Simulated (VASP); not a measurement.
# Ca (Fd-3m) in VASP: single point with PBE

Aim: the single point of Ca with PBE.

Program: VASP 6.6.1. These are calculated values, not measurements. Logs are shortened: lines on timing, memory, paths and dates and some standing lists are left out, and cuts for length are marked.

## Step 1: The cell of the first run

The structure is cubic, space group Fd-3m (No. 227). The conventional cell has a = 8.241 Å, b = 8.241 Å, c = 8.241 Å, α = 90.00°, β = 90.00°, γ = 90.00°. Ca (site symmetry -43m) has 4 Ca at 3.57 Å within 4.7 Å.

This isn't the form of Ca at room conditions, which is fcc.

## Step 2: Single point, PBE (69.97 Å³/atom)

INCAR

```
PREC = Accurate ; ENCUT = 520
EDIFF = 1E-6 ; ISMEAR = -1
SIGMA = 0.08 ; LREAL = F
LASPH = T ; NELM = 100
ALGO = Normal ; ISIF = 2
LWAVE = F ; LCHARG = T
GGA = PE ; LELF = T
LVHAR = T ; NBANDS = 17
```

KPOINTS

```
regular mesh
0
Gamma
  10 10 10
```

POSCAR

```
Ca
1.0
    0.0000000000      4.1207434094      4.1207434094
    4.1207434094      0.0000000000      4.1207434094
    4.1207434094      4.1207434094      0.0000000000
Ca
2
Direct
   -0.1250000000     -0.1250000000     -0.1250000000
    0.1250000000      0.1250000000      0.1250000000
```

Potentials or basis: VASP PAW PBE potentials, release 64 (Ca_sv).

The run is started by

```bash
cat potpaw_PBE.64/Ca_sv/POTCAR > POTCAR
mpirun -np 1 vasp_std > vasp.out
```

OUTCAR:

```text
PREC = Accurate
   ENCUT = 520
   EDIFF = 1E-6
   ISMEAR = -1
   LREAL = F
   LASPH = T
   NELM = 100
   ISIF = 2
   GGA = PE

 ion  position               nearest neighbor table
   1  0.875  0.875  0.875-
   2  0.125  0.125  0.125-

  LATTYP: Found a face centered cubic cell.
 ALAT       =     8.2414868188

  Lattice vectors:

 A1 = (   0.0000000000,   4.1207434094,   4.1207434094)
 A2 = (   4.1207434094,   0.0000000000,   4.1207434094)
 A3 = (   4.1207434094,   4.1207434094,   0.0000000000)

Analysis of symmetry for initial positions (statically):
=====================================================================
 Subroutine PRICEL returns:
 Original cell was already a primitive cell.

 Routine SETGRP: Setting up the symmetry group for a
 face centered cubic supercell.

 Subroutine GETGRP returns: Found 48 space group operations
 (whereof 12 operations were pure point group operations)
 out of a pool of 48 trial point group operations.

The static configuration has the point symmetry D_3d.
 The point group associated with its full space group is O_h .

Analysis of symmetry for dynamics (positions and initial velocities):
=====================================================================
 Subroutine PRICEL returns:
 Original cell was already a primitive cell.

 Routine SETGRP: Setting up the symmetry group for a
 face centered cubic supercell.

 Subroutine GETGRP returns: Found 48 space group operations
 (whereof 12 operations were pure point group operations)
 out of a pool of 48 trial point group operations.

The dynamic configuration has the point symmetry D_3d.
 The point group associated with its full space group is O_h .

 Subroutine INISYM returns: Found 48 space group operations
 (whereof 12 operations are pure point group operations),
 and found     1 'primitive' translations

----------------------------------------------------------------------------------------

                                     Primitive cell

  volume of cell :     139.9448

  direct lattice vectors                    reciprocal lattice vectors
     0.000000000  4.120743409  4.120743409    -0.121337329  0.121337329  0.121337329
     4.120743409  0.000000000  4.120743409     0.121337329 -0.121337329  0.121337329
     4.120743409  4.120743409  0.000000000     0.121337329  0.121337329 -0.121337329

  length of vectors
     5.827611217  5.827611217  5.827611217     0.210162419  0.210162419  0.210162419

  position of ions in fractional coordinates (direct lattice)
     0.875000000  0.875000000  0.875000000
     0.125000000  0.125000000  0.125000000

  ion indices of the primitive-cell ions
   primitive index   ion index
                 1           1
                 2           2

----------------------------------------------------------------------------------------

 KPOINTS: regular mesh

Automatic generation of k-mesh.
 Grid dimensions read from file:
 generate k-points for:   10   10   10

 Generating k-lattice:

  Cartesian coordinates                     Fractional coordinates (reciprocal lattice)
    -0.012133733  0.012133733  0.012133733     0.100000000  0.000000000  0.000000000
     0.012133733 -0.012133733  0.012133733     0.000000000  0.100000000  0.000000000
     0.012133733  0.012133733 -0.012133733     0.000000000  0.000000000  0.100000000

  Length of vectors
     0.021016242  0.021016242  0.021016242

  Shift w.r.t. Gamma in fractional coordinates (k-lattice)
     0.000000000  0.000000000  0.000000000

 Subroutine IBZKPT returns following result:
 ===========================================

 Found     47 irreducible k-points:

 Following reciprocal coordinates:
            Coordinates               Weight
  0.000000  0.000000  0.000000      1.000000
  0.100000  0.000000  0.000000      8.000000
  0.200000  0.000000  0.000000      8.000000
  0.300000  0.000000  0.000000      8.000000
  0.400000  0.000000  0.000000      8.000000
  0.500000  0.000000  0.000000      4.000000
[... 16 lines left out ...]
  0.300000  0.300000  0.000000      6.000000
  0.400000  0.300000  0.000000     24.000000
 [... further k-points ...]
   k-points           NKPTS =     47   k-points in BZ     NKDIM =     47   number of bands    NBANDS=     17
   number of dos      NEDOS =    301   number of ions     NIONS =      2
   total plane-waves  NPLWV = 110592
   dimension x,y,z NGX =    48 NGY =   48 NGZ =   48
   dimension x,y,z NGXF=    96 NGYF=   96 NGZF=   96
   ions per type =               2
   NGX,Y,Z   is equivalent  to a cutoff of  13.69, 13.69, 13.69 a.u.
   NGXF,Y,Z  is equivalent  to a cutoff of  27.39, 27.39, 27.39 a.u.
 SYSTEM =  unknown system
   PREC   = accura    normal or accurate (medium, high low for compatibility)
   ISTART =      0    job   : 0-new  1-cont  2-samecut
   ICHARG =      2    charge: 1-file 2-atom 10-const
   ISPIN  =      1    spin polarized calculation?
   LNONCOLLINEAR =      F non collinear calculations
   LSORBIT =      F    spin-orbit coupling
   LASPH  =      T    aspherical Exc in radial PAW
   ENCUT  =  520.0 eV  38.22 Ry    6.18 a.u.  10.84 10.84 10.84*2*pi/ulx,y,z
   NELM   =    100;   NELMIN=  2; NELMDL= -5     # of ELM steps
   EDIFF  = 0.1E-05   stopping-criterion for ELM
   LREAL  =      F    real-space projection
   EDIFFG = 0.1E-04   stopping-criterion for IOM
   NSW    =      0    number of steps for IOM
   IBRION =     -1    ionic relax: 0-MD 1-quasi-New 2-CG
   NFREE  =      0    steps in history (QN), initial steepest desc. (CG)
   ISIF   =      2    stress and relaxation
   ISYM   =      2    0-nonsym 1-usesym 2-fastsym
   POTIM  = 0.5000    time-step for ionic-motion
   TEBEG  =    0.0;   TEEND  =   0.0 temperature during run
   PSTRESS=    0.0 pullay stress
   NELECT =      20.0000    total number of electrons
   NUPDOWN=      -1.0000    fix difference up-down
   EMIN   =  10.00;   EMAX   =-10.00  energy-range for DOS
   EFERMI =   0.00;   METHOD = LEGACY
   ISMEAR =    -1;   SIGMA  =   0.08  broadening in eV -4-tet -1-fermi 0-gaus
   EFERMI_NEDOS =   21; number of points for ismear=-14 and -15
   IALGO  =     38    algorithm
   IMIX   =      4    mixing-type and parameters
     AMIX     =   0.40;   BMIX     =  1.00
     AMIX_MAG =   1.60;   BMIX_MAG =  1.00
  volume/ion in A,a.u.               =      69.97       472.20
  Fermi-wavevector in a.u.,A,eV,Ry     =   0.855919  1.617452  9.967588  0.732597
  Thomas-Fermi vector in A             =   1.972742
   LORBIT       =      0    0 simple, 1 ext, 2 COOP (PROOUT), +10 PAW based schemes
   GGA     = PE    functional components
   LHFCALC =     F    Hartree Fock is set to
   AEXX    =    0.0000 exact exchange contribution
   IVDW    =     0    specifies the selected vdW correction
   LEPSILON=     F    determine dielectric tensor
   LRPA    =     F    only Hartree local field effects (RPA)
 non-spin polarized calculation
  energy-cutoff  :      520.00
  volume of cell :      139.94
 maximum number of plane-waves:      3812
 NGX is ok and might be reduce to    48
   NGX = 21   NGY = 21   NGZ = 21

 number of electron      20.0000000 magnetization

 Free energy of the ion-electron system (eV)
  ---------------------------------------------------
  ext. energy  EPLUGINS =         0.00000000
  ---------------------------------------------------
  free energy    TOTEN  =        -1.76811882 eV

  energy without entropy =       -1.69338399  energy(sigma->0) =       -1.73075140

 E-fermi :   0.2146     XC(G=0):  -6.1626

 val. band max:        0.1895569619   @ k =   0.3000   0.0000   0.0000
 cond. band min:       0.2225725949   @ k =   0.4000   0.2000   0.1000
 fundamental gap:      0.0330156330
 Fermi energy:         0.2146059982

 k-point     1 :       0.0000    0.0000    0.0000
  band No.  band energies     occupation
      1     -42.8094      2.00000
      2     -42.7808      2.00000
      3     -23.8111      2.00000
      4     -23.8111      2.00000
      5     -23.8111      2.00000
      6     -23.7203      2.00000
[... 9 lines left out ...]
     16       1.7200      0.00000
     17       1.7200      0.00000

 k-point     2 :       0.1000    0.0000    0.0000
  band No.  band energies     occupation
      1     -42.8089      2.00000
      2     -42.7813      2.00000
      3     -23.8121      2.00000
      4     -23.8121      2.00000
      5     -23.8107      2.00000
      6     -23.7209      2.00000
[... 9 lines left out ...]
     16       1.7228      0.00000
     17       1.7228      0.00000

 k-point     3 :       0.2000    0.0000    0.0000
  band No.  band energies     occupation
      1     -42.8074      2.00000
      2     -42.7828      2.00000
      3     -23.8143      2.00000
      4     -23.8143      2.00000
      5     -23.8096      2.00000
      6     -23.7224      2.00000
[... 9 lines left out ...]
     16       1.7534      0.00000
     17       1.7534      0.00000

 k-point     4 :       0.3000    0.0000    0.0000
  band No.  band energies     occupation
      1     -42.8053      2.00000
      2     -42.7849      2.00000
      3     -23.8170      2.00000
      4     -23.8170      2.00000
      5     -23.8082      2.00000
      6     -23.7243      2.00000
[... 9 lines left out ...]
     16       1.8537      0.00000
     17       1.8537      0.00000
[... 343 lines left out ...]
      1     -42.8045      2.00000
      2     -42.7857      2.00000
      3     -23.8230      2.00000
      4     -23.8172      2.00000
      5     -23.8015      2.00000
      6     -23.7308      2.00000
[... 9 lines left out ...]
     16       1.7719      0.00000
     17       1.9572      0.00000

 k-point    23 :       0.3000    0.3000    0.0000
  band No.  band energies     occupation
      1     -42.8035      2.00000
      2     -42.7867      2.00000
      3     -23.8232      2.00000
      4     -23.8232      2.00000
      5     -23.7930      2.00000
      6     -23.7396      2.00000
[... 9 lines left out ...]
     16       1.7295      0.00000
     17       1.7295      0.00000

 k-point    24 :       0.4000    0.3000    0.0000
  band No.  band energies     occupation
      1     -42.8014      2.00000
      2     -42.7888      2.00000
      3     -23.8258      2.00000
      4     -23.8251      2.00000
      5     -23.7873      2.00000
      6     -23.7455      2.00000
[... 9 lines left out ...]
     16       1.7791      0.00000
     17       1.8857      0.00000

 [... further k-points ...]

------------------------ aborting loop because EDIFF is reached ----------------------------------------

  FORCE on cell =-STRESS in cart. coord.  units (eV):
  Direction    XX          YY          ZZ          XY          YZ          ZX
  --------------------------------------------------------------------------------------
  -------------------------------------------------------------------------------------
  Total        0.5574755      0.5574755      0.5574755      0.0000000     -0.0000000      0.0000000
  in kB        6.3823355      6.3823355      6.3823355      0.0000000     -0.0000000      0.0000000
  external PRESSURE =       6.3823355 kB  Pullay stress =       0.0000000 kB

 VOLUME and BASIS-vectors are now :
 -----------------------------------------------------------------------------
  energy-cutoff  :      520.00
  volume of cell :      139.94
      direct lattice vectors                 reciprocal lattice vectors
     0.000000000  4.120743409  4.120743409    -0.121337329  0.121337329  0.121337329
     4.120743409  0.000000000  4.120743409     0.121337329 -0.121337329  0.121337329
     4.120743409  4.120743409  0.000000000     0.121337329  0.121337329 -0.121337329

 POSITION                                       TOTAL-FORCE (eV/Angst)
 -----------------------------------------------------------------------------------
      7.21130      7.21130      7.21130         0.000000      0.000000      0.000000
      1.03019      1.03019      1.03019        -0.000000     -0.000000     -0.000000
 -----------------------------------------------------------------------------------
    total drift:                                0.000000      0.000000      0.000000

  FREE ENERGIE OF THE ION-ELECTRON SYSTEM (eV)
  ---------------------------------------------------
  free  energy   TOTEN  =        -1.7681188183 eV

  energy  without entropy=       -1.6933839915  energy(sigma->0) =       -1.73075140
```

Run time: 3.4 min. Hardware: 1 thread of Intel Xeon 8259CL, shared host; peak memory 0.35 GiB.

Results:

```
Free energy            : -1.7681 eV
Pressure               : 0.6 GPa
Band gap on the k mesh : zero (bands 10 and 11 overlap by 0.89 eV)
```

The gap in the log of VASP goes by the Fermi energy; the results here count the filled bands.